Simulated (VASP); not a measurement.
# BN (P6_3mc) in VASP: further runs

Aim: see how the results for BN move with the level of theory and the settings. Levels: LDA, PBEsol, PBE, r2SCAN. Tasks: single point.

Everything below comes from runs of VASP 6.6.1. Logs are shortened: lines on timing, memory, paths and dates and some standing lists are left out, and cuts for length are marked.

### 1 The cell of the first run

The structure is hexagonal, space group P6_3mc (No. 186). Conventional cell: a = 2.544 Å, b = 2.544 Å, c = 4.208 Å, α = 90.00°, β = 90.00°, γ = 120.00°. B (site symmetry 3m) has 4 N at 1.56 to 1.58 Å within 2.1 Å. N (site symmetry 3m) has 4 B at 1.56 to 1.58 Å within 2.1 Å.

### 2 Single point, LDA

Input file INCAR:

```
  PREC = Accurate
  ENCUT = 520
  EDIFF = 1E-6
  ISMEAR = 0
  SIGMA = 0.01
  LREAL = F
  LASPH = T
  NELM = 100
  ALGO = Normal
  ISIF = 2
  LWAVE = F
  LCHARG = T
  LELF = T
  LVHAR = T
  NBANDS = 16
```

Input file KPOINTS:

```
regular mesh
0
Gamma
  12 12 6
```

Input file POSCAR:

```
BN
1.0
    2.5439500113      0.0000000000      0.0000000000
   -1.2719750056      2.2031253357      0.0000000000
    0.0000000000      0.0000000000      4.2078152881
B N
2 2
Direct
    0.3333333333      0.6666666667      0.0002034636
    0.6666666667      0.3333333333      0.5002034636
    0.3333333333      0.6666666667      0.3747965364
    0.6666666667      0.3333333333      0.8747965364
```

Potentials or basis: VASP PAW LDA potentials, release 64 (B, N).

Run with:

```console
$ cat potpaw_LDA.64/B/POTCAR potpaw_LDA.64/N/POTCAR > POTCAR
$ mpirun -np 1 vasp_std > vasp.out
```

OUTCAR:

```text
PREC = Accurate
   ENCUT = 520
   EDIFF = 1E-6
   ISMEAR = 0
   LREAL = F
   LASPH = T
   NELM = 100
   ISIF = 2

 ion  position               nearest neighbor table
   1  0.333  0.667  0.000-   4 1.56   4 1.56   4 1.56   3 1.58
   2  0.667  0.333  0.500-   3 1.56   3 1.56   3 1.56   4 1.58
   3  0.333  0.667  0.375-   2 1.56   2 1.56   2 1.56   1 1.58
   4  0.667  0.333  0.875-   1 1.56   1 1.56   1 1.56   2 1.58

  LATTYP: Found a hexagonal cell.
 ALAT       =     2.5439500113
 C/A-ratio  =     1.6540479449

  Lattice vectors:

 A1 = (   2.5439500113,   0.0000000000,   0.0000000000)
 A2 = (  -1.2719750056,   2.2031253357,   0.0000000000)
 A3 = (   0.0000000000,   0.0000000000,   4.2078152881)

Analysis of symmetry for initial positions (statically):
=====================================================================
 Subroutine PRICEL returns:
 Original cell was already a primitive cell.

 Routine SETGRP: Setting up the symmetry group for a
 hexagonal supercell.

 Subroutine GETGRP returns: Found 12 space group operations
 (whereof  6 operations were pure point group operations)
 out of a pool of 24 trial point group operations.

The static configuration has the point symmetry C_3v.
 The point group associated with its full space group is C_6v.

Analysis of symmetry for dynamics (positions and initial velocities):
=====================================================================
 Subroutine PRICEL returns:
 Original cell was already a primitive cell.

 Routine SETGRP: Setting up the symmetry group for a
 hexagonal supercell.

 Subroutine GETGRP returns: Found 12 space group operations
 (whereof  6 operations were pure point group operations)
 out of a pool of 24 trial point group operations.

The dynamic configuration has the point symmetry C_3v.
 The point group associated with its full space group is C_6v.

 Subroutine INISYM returns: Found 12 space group operations
 (whereof  6 operations are pure point group operations),
 and found     1 'primitive' translations

----------------------------------------------------------------------------------------

                                     Primitive cell

  volume of cell :      23.5833

  direct lattice vectors                    reciprocal lattice vectors
     2.543950011  0.000000000  0.000000000     0.393089485  0.226950320  0.000000000
    -1.271975006  2.203125336  0.000000000     0.000000000  0.453900640  0.000000000
     0.000000000  0.000000000  4.207815288     0.000000000  0.000000000  0.237653017

  length of vectors
     2.543950011  2.543950011  4.207815288     0.453900640  0.453900640  0.237653017

  position of ions in fractional coordinates (direct lattice)
     0.333333333  0.666666667  0.000203464
     0.666666667  0.333333333  0.500203464
     0.333333333  0.666666667  0.374796536
     0.666666667  0.333333333  0.874796536

  ion indices of the primitive-cell ions
   primitive index   ion index
                 1           1
                 2           2
                 3           3
                 4           4

----------------------------------------------------------------------------------------

 KPOINTS: regular mesh

Automatic generation of k-mesh.
 Grid dimensions read from file:
 generate k-points for:   12   12    6

 Generating k-lattice:

  Cartesian coordinates                     Fractional coordinates (reciprocal lattice)
     0.032757457  0.018912527  0.000000000     0.083333333 -0.000000000  0.000000000
     0.000000000  0.037825053  0.000000000     0.000000000  0.083333333  0.000000000
     0.000000000  0.000000000  0.039608836     0.000000000  0.000000000  0.166666667

  Length of vectors
     0.037825053  0.037825053  0.039608836

  Shift w.r.t. Gamma in fractional coordinates (k-lattice)
     0.000000000  0.000000000  0.000000000

 Subroutine IBZKPT returns following result:
 ===========================================

 Found     76 irreducible k-points:

 Following reciprocal coordinates:
            Coordinates               Weight
  0.000000  0.000000  0.000000      1.000000
  0.083333  0.000000  0.000000      6.000000
  0.166667  0.000000  0.000000      6.000000
  0.250000 -0.000000  0.000000      6.000000
  0.333333 -0.000000  0.000000      6.000000
  0.416667  0.000000  0.000000      6.000000
[... 16 lines left out ...]
  0.250000 -0.000000  0.166667     12.000000
  0.333333 -0.000000  0.166667     12.000000
 [... further k-points ...]
   k-points           NKPTS =     76   k-points in BZ     NKDIM =     76   number of bands    NBANDS=     16
   number of dos      NEDOS =    301   number of ions     NIONS =      4
   total plane-waves  NPLWV =  12800
   dimension x,y,z NGX =    20 NGY =   20 NGZ =   32
   dimension x,y,z NGXF=    40 NGYF=   40 NGZF=   64
   ions per type =               2   2
   NGX,Y,Z   is equivalent  to a cutoff of  13.07, 13.07, 12.64 a.u.
   NGXF,Y,Z  is equivalent  to a cutoff of  26.14, 26.14, 25.29 a.u.
 SYSTEM =  unknown system
   PREC   = accura    normal or accurate (medium, high low for compatibility)
   ISTART =      0    job   : 0-new  1-cont  2-samecut
   ICHARG =      2    charge: 1-file 2-atom 10-const
   ISPIN  =      1    spin polarized calculation?
   LNONCOLLINEAR =      F non collinear calculations
   LSORBIT =      F    spin-orbit coupling
   LASPH  =      T    aspherical Exc in radial PAW
   ENCUT  =  520.0 eV  38.22 Ry    6.18 a.u.   4.73  4.73  7.82*2*pi/ulx,y,z
   NELM   =    100;   NELMIN=  2; NELMDL= -5     # of ELM steps
   EDIFF  = 0.1E-05   stopping-criterion for ELM
   LREAL  =      F    real-space projection
   EDIFFG = 0.1E-04   stopping-criterion for IOM
   NSW    =      0    number of steps for IOM
   IBRION =     -1    ionic relax: 0-MD 1-quasi-New 2-CG
   NFREE  =      0    steps in history (QN), initial steepest desc. (CG)
   ISIF   =      2    stress and relaxation
   ISYM   =      2    0-nonsym 1-usesym 2-fastsym
   POTIM  = 0.5000    time-step for ionic-motion
   TEBEG  =    0.0;   TEEND  =   0.0 temperature during run
   PSTRESS=    0.0 pullay stress
   NELECT =      16.0000    total number of electrons
   NUPDOWN=      -1.0000    fix difference up-down
   EMIN   =  10.00;   EMAX   =-10.00  energy-range for DOS
   EFERMI =   0.00;   METHOD = LEGACY
   ISMEAR =     0;   SIGMA  =   0.01  broadening in eV -4-tet -1-fermi 0-gaus
   EFERMI_NEDOS =   21; number of points for ismear=-14 and -15
   IALGO  =     38    algorithm
   IMIX   =      4    mixing-type and parameters
     AMIX     =   0.40;   BMIX     =  1.00
     AMIX_MAG =   1.60;   BMIX_MAG =  1.00
  volume/ion in A,a.u.               =       5.90        39.79
  Fermi-wavevector in a.u.,A,eV,Ry     =   1.438512  2.718393 28.154745  2.069315
  Thomas-Fermi vector in A             =   2.557470
   LORBIT       =      0    0 simple, 1 ext, 2 COOP (PROOUT), +10 PAW based schemes
   GGA     = CA    functional components
   LHFCALC =     F    Hartree Fock is set to
   AEXX    =    0.0000 exact exchange contribution
   IVDW    =     0    specifies the selected vdW correction
   LEPSILON=     F    determine dielectric tensor
   LRPA    =     F    only Hartree local field effects (RPA)
 non-spin polarized calculation
 Gauss-broadening in eV      SIGMA  =   0.01
  energy-cutoff  :      520.00
  volume of cell :       23.58
 maximum number of plane-waves:       652
 NGX is ok and might be reduce to    20
   NGX =  9   NGY =  9   NGZ = 15

 number of electron      16.0000002 magnetization

 Free energy of the ion-electron system (eV)
  ---------------------------------------------------
  ext. energy  EPLUGINS =         0.00000000
  ---------------------------------------------------
  free energy    TOTEN  =       -38.74301372 eV

  energy without entropy =      -38.74301372  energy(sigma->0) =      -38.74301372

 E-fermi :   7.6575     XC(G=0): -13.1051

 val. band max:        7.5693413119   @ k =   0.0000   0.0000   0.0000
 cond. band min:      12.5263007334   @ k =   0.3333   0.3333   0.0000
 fundamental gap:      4.9569594215
 Fermi energy:         7.6574854220

 k-point     1 :       0.0000    0.0000    0.0000
  band No.  band energies     occupation
      1     -12.6973      2.00000
      2      -8.4701      2.00000
      3      -3.3943      2.00000
      4       5.4333      2.00000
      5       5.4333      2.00000
      6       7.2960      2.00000
[... 8 lines left out ...]
     15      19.3493      0.00000
     16      23.5712      0.00000

 k-point     2 :       0.0833    0.0000    0.0000
  band No.  band energies     occupation
      1     -12.5453      2.00000
      2      -8.3528      2.00000
      3      -3.2443      2.00000
      4       4.7467      2.00000
      5       5.1476      2.00000
      6       7.0025      2.00000
[... 8 lines left out ...]
     15      19.7879      0.00000
     16      23.3443      0.00000

 k-point     3 :       0.1667    0.0000    0.0000
  band No.  band energies     occupation
      1     -12.0940      2.00000
      2      -8.0165      2.00000
      3      -2.8000      2.00000
      4       3.0894      2.00000
      5       4.4782      2.00000
      6       5.6043      2.00000
[... 8 lines left out ...]
     15      20.9272      0.00000
     16      22.6900      0.00000

 k-point     4 :       0.2500   -0.0000    0.0000
  band No.  band energies     occupation
      1     -11.3594      2.00000
      2      -7.5231      2.00000
      3      -2.0825      2.00000
      4       1.1188      2.00000
      5       3.7303      2.00000
      6       3.8479      2.00000
[... 8 lines left out ...]
     15      22.3970      0.00000
     16      22.8639      0.00000
[... 324 lines left out ...]
 k-point    22 :       0.1667    0.0000    0.1667
  band No.  band energies     occupation
      1     -11.9299      2.00000
      2      -8.5689      2.00000
      3      -1.9828      2.00000
      4       3.2335      2.00000
      5       4.6103      2.00000
      6       5.1691      2.00000
[... 8 lines left out ...]
     15      20.6132      0.00000
     16      22.7062      0.00000

 k-point    23 :       0.2500   -0.0000    0.1667
  band No.  band energies     occupation
      1     -11.2002      2.00000
      2      -8.0148      2.00000
      3      -1.4103      2.00000
      4       1.3335      2.00000
      5       3.4131      2.00000
      6       3.8698      2.00000
[... 8 lines left out ...]
     15      22.0637      0.00000
     16      22.9509      0.00000

 k-point    24 :       0.3333   -0.0000    0.1667
  band No.  band energies     occupation
      1     -10.2311      2.00000
      2      -7.4158      2.00000
      3      -1.2614      2.00000
      4       0.1901      2.00000
      5       1.6284      2.00000
      6       3.2458      2.00000
[... 8 lines left out ...]
     15      23.4350      0.00000
     16      23.7475      0.00000

 [... further k-points ...]

------------------------ aborting loop because EDIFF is reached ----------------------------------------

  FORCE on cell =-STRESS in cart. coord.  units (eV):
  Direction    XX          YY          ZZ          XY          YZ          ZX
  --------------------------------------------------------------------------------------
  -------------------------------------------------------------------------------------
  Total       -1.2491923     -1.2491923     -1.2207013     -0.0000000      0.0000000      0.0000000
  in kB      -84.8663303    -84.8663303    -82.9307392     -0.0000000      0.0000000      0.0000000
  external PRESSURE =     -84.2211333 kB  Pullay stress =       0.0000000 kB

 VOLUME and BASIS-vectors are now :
 -----------------------------------------------------------------------------
  energy-cutoff  :      520.00
  volume of cell :       23.58
      direct lattice vectors                 reciprocal lattice vectors
     2.543950011  0.000000000  0.000000000     0.393089485  0.226950320  0.000000000
    -1.271975006  2.203125336  0.000000000     0.000000000  0.453900640  0.000000000
     0.000000000  0.000000000  4.207815288     0.000000000  0.000000000  0.237653017

 POSITION                                       TOTAL-FORCE (eV/Angst)
 -----------------------------------------------------------------------------------
     -0.00000      1.46875      0.00086        -0.000000      0.000000      0.002178
      1.27198      0.73438      2.10476         0.000000     -0.000000      0.002178
     -0.00000      1.46875      1.57707         0.000000     -0.000000     -0.002178
      1.27198      0.73438      3.68098        -0.000000     -0.000000     -0.002178
 -----------------------------------------------------------------------------------
    total drift:                                0.000000      0.000000     -0.000470

  FREE ENERGIE OF THE ION-ELECTRON SYSTEM (eV)
  ---------------------------------------------------
  free  energy   TOTEN  =       -38.7430137207 eV

  energy  without entropy=      -38.7430137207  energy(sigma->0) =      -38.74301372
```

Wall time 35 s (1 thread of AMD EPYC 7R13, shared host); peak memory 0.11 GiB.

Results:

| Item | Value |
| --- | --- |
| Free energy | -38.7430 eV |
| Pressure | -8.4 GPa |
| Band gap on the k mesh | 4.96 eV, indirect (least direct gap 8.17 eV) |

Forces on the atoms (eV/Å):
```
B    0.000  0.000  0.002
B    0.000  0.000  0.002
N    0.000  0.000 -0.002
N    0.000  0.000 -0.002
```

Stress tensor (GPa, compression positive):
```
-8.49  0.00  0.00
 0.00 -8.49  0.00
 0.00  0.00 -8.29
```

Levels at points of the mesh, in eV from the valence-band top:
```csv
k point,band 6,band 7,band 8,band 9,band 10,band 11
"(0.00, 0.00, 0.00)",-0.27,0.00,0.00,8.25,8.25,8.50
"(0.50, 0.00, 0.00)",-5.02,-4.47,-2.13,6.62,7.82,10.48
"(0.00, 0.00, 0.50)",-1.18,-1.18,-1.18,9.48,9.48,9.81
"(0.50, 0.00, 0.50)",-3.79,-3.58,-3.58,6.50,6.50,9.98
```

A k mesh can miss the band edges. LDA gaps usually lie below the measured ones, often by a third to a half.

### 3 Single point, PBEsol

This run uses another cell than the first one, of 5.88 Å³/atom, 0.997 times its volume.

Input file INCAR:

```
ALGO = Normal ; EDIFF = 1E-6
ENCUT = 520 ; GGA = PS
ISIF = 2 ; ISMEAR = -1
LASPH = True ; LCHARG = False
LREAL = False ; LWAVE = False
NBANDS = 16 ; NELM = 60
PREC = Accurate ; SIGMA = 0.02
```

Input file KPOINTS:

```
k-points
0
Gamma
  12 12 6
```

Input file POSCAR:

```
BN
1.0
    2.5410075682      0.0000000000      0.0000000000
   -1.2705037841      2.2005771053      0.0000000000
    0.0000000000      0.0000000000      4.2033069322
B N
2 2
Direct
    0.3333333333      0.6666666667      0.0002668109
    0.6666666667      0.3333333333      0.5002668109
    0.3333333333      0.6666666667      0.3747331891
    0.6666666667      0.3333333333      0.8747331891
```

Potentials or basis: VASP PAW PBE potentials, release 64 (B, N).

Run with:

```console
$ cat potpaw_PBE.64/B/POTCAR potpaw_PBE.64/N/POTCAR > POTCAR
$ mpirun -np 1 vasp_std > vasp.out
```

OUTCAR:

```text
EDIFF = 1E-6
   ENCUT = 520
   GGA = PS
   ISIF = 2
   ISMEAR = -1
   LASPH = True
   LREAL = False
   NELM = 60
   PREC = Accurate

 ion  position               nearest neighbor table
   1  0.333  0.667  0.000-   4 1.56   4 1.56   4 1.56   3 1.57
   2  0.667  0.333  0.500-   3 1.56   3 1.56   3 1.56   4 1.57
   3  0.333  0.667  0.375-   2 1.56   2 1.56   2 1.56   1 1.57
   4  0.667  0.333  0.875-   1 1.56   1 1.56   1 1.56   2 1.57

  LATTYP: Found a hexagonal cell.
[... 655 lines left out ...]

  FORCE on cell =-STRESS in cart. coord.  units (eV):
  Direction    XX          YY          ZZ          XY          YZ          ZX
  --------------------------------------------------------------------------------------
  -------------------------------------------------------------------------------------
  Total        0.0923247      0.0923247      0.0825061      0.0000000      0.0000000      0.0000000
  in kB        6.2935360      6.2935360      5.6242263      0.0000000      0.0000000      0.0000000
  external PRESSURE =       6.0704327 kB  Pullay stress =       0.0000000 kB

 VOLUME and BASIS-vectors are now :
 -----------------------------------------------------------------------------
  energy-cutoff  :      520.00
  volume of cell :       23.50
      direct lattice vectors                 reciprocal lattice vectors
     2.541007568  0.000000000  0.000000000     0.393544676  0.227213125  0.000000000
    -1.270503784  2.200577105  0.000000000     0.000000000  0.454426249  0.000000000
     0.000000000  0.000000000  4.203306932     0.000000000  0.000000000  0.237907918

 POSITION                                       TOTAL-FORCE (eV/Angst)
 -----------------------------------------------------------------------------------
     -0.00000      1.46705      0.00112        -0.000000     -0.000000      0.003130
      1.27050      0.73353      2.10277        -0.000000      0.000000      0.003130
     -0.00000      1.46705      1.57512         0.000000      0.000000     -0.003130
      1.27050      0.73353      3.67677        -0.000000      0.000000     -0.003130
 -----------------------------------------------------------------------------------
    total drift:                               -0.000000     -0.000000     -0.000441

  FREE ENERGIE OF THE ION-ELECTRON SYSTEM (eV)
  ---------------------------------------------------
  free  energy   TOTEN  =       -36.6257764566 eV

  energy  without entropy=      -36.6257764566  energy(sigma->0) =      -36.62577646
```

OSZICAR:

```text
N       E                     dE             d eps       ncg     rms          rms(c)
DAV:   1     0.345147662146E+02    0.34515E+02   -0.84187E+03  2440   0.978E+02
DAV:   2    -0.363457130773E+02   -0.70860E+02   -0.66286E+02  3472   0.226E+02
DAV:   3    -0.385397456299E+02   -0.21940E+01   -0.21896E+01  2824   0.361E+01
DAV:   4    -0.385449754773E+02   -0.52298E-02   -0.52293E-02  2912   0.201E+00
DAV:   5    -0.385449900545E+02   -0.14577E-04   -0.14577E-04  2768   0.968E-02    0.932E+00
DAV:   6    -0.368306549349E+02    0.17143E+01   -0.20334E+00  3080   0.129E+01    0.452E+00
DAV:   7    -0.366669682576E+02    0.16369E+00   -0.29709E-01  3112   0.433E+00    0.269E+00
DAV:   8    -0.366268860510E+02    0.40082E-01   -0.50202E-02  2992   0.173E+00    0.244E-01
DAV:   9    -0.366256950010E+02    0.11910E-02   -0.19826E-03  2816   0.500E-01    0.126E-01
DAV:  10    -0.366257752194E+02   -0.80218E-04   -0.25246E-04  2952   0.128E-01    0.198E-02
DAV:  11    -0.366257760510E+02   -0.83161E-06   -0.18613E-05  3072   0.399E-02    0.113E-02
DAV:  12    -0.366257764566E+02   -0.40565E-06   -0.25662E-06  2632   0.159E-02
   1 F= -.36625776E+02 E0= -.36625776E+02  d E =-.161187E-10
```

Wall time 35 s (1 thread of AMD EPYC 7R13, shared host); peak memory 0.12 GiB.

Results:

* Free energy: -36.6258 eV
* Pressure: 0.6 GPa
* Largest force: 0.003 eV/Å
* Band gap on the k mesh: 4.95 eV, indirect (least direct gap 8.22 eV)

Forces in eV/Å, atoms in the order of the input:
```
B    0.000  0.000  0.003
B    0.000  0.000  0.003
N    0.000  0.000 -0.003
N    0.000  0.000 -0.003
```

Levels at points of the mesh, in eV from the valence-band top:
```tsv
k point	band 6	band 7	band 8	band 9	band 10	band 11
(0.00, 0.00, 0.00)	-0.28	0.00	0.00	8.33	8.33	8.57
(0.50, 0.00, 0.00)	-5.05	-4.51	-2.13	6.58	7.82	10.55
(0.00, 0.00, 0.50)	-1.19	-1.19	-1.19	9.48	9.48	9.89
(0.50, 0.00, 0.50)	-3.82	-3.61	-3.61	6.46	6.46	9.97
```

Caveat: the PAW data sets were made with another functional, which shifts forces and pressure a little.

[end of part 1 of 2]
